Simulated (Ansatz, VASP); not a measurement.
# One calculation of TaN, two programs

```
Ta N
1.0
     5.19600    0.00000    0.00000
    -2.59800    4.49987    0.00000
     0.00000    0.00000    2.96922
Ta N
3 3
Direct
  0.33333 0.66667 0.50000
  0.66667 0.33333 0.50000
  0.00000 0.00000 0.00000
  0.39285 0.00000 0.00000
  0.60715 0.60715 0.00000
  0.00000 0.39285 0.00000
```

Change from the starting cell: zz strain of +2 %, crystal datasets.

Alike in both runs: task electric field gradients; functional PBEsol; k mesh 6 × 6 × 9; occupations fermi-dirac, width 0.01 eV; no spin polarisation.

|  | VASP | Ansatz |
| --- | --- | --- |
| version | VASP 6.6.1 | Ansatz 0.2.0 |
| potentials or method | VASP PAW PBE potentials, release 64 (Ta_pv, N), cutoff 520 eV | all-electron PAW with datasets made for the crystal, scalar-relativistic |

```tsv
	VASP	Ansatz	Ansatz less VASP
pressure (GPa)	-9.2	-9.9	-0.70
traceless stress, the component that is largest in VASP (GPa)	-6.93	-6.78	+0.148
rms of the force components (eV/Å)	0.019	0.009	-0.0108
size of Vzz on the site where it differs most (V/Å²)	200.8	138.7	-62.09
```

VASP's potentials were made for PBE, not for PBEsol. Atom by atom the forces differ by 0.011 eV/Å (rms over components). Ansatz ran all-electron here, and VASP with PAW potentials.

Neither program's run includes spin-orbit coupling.
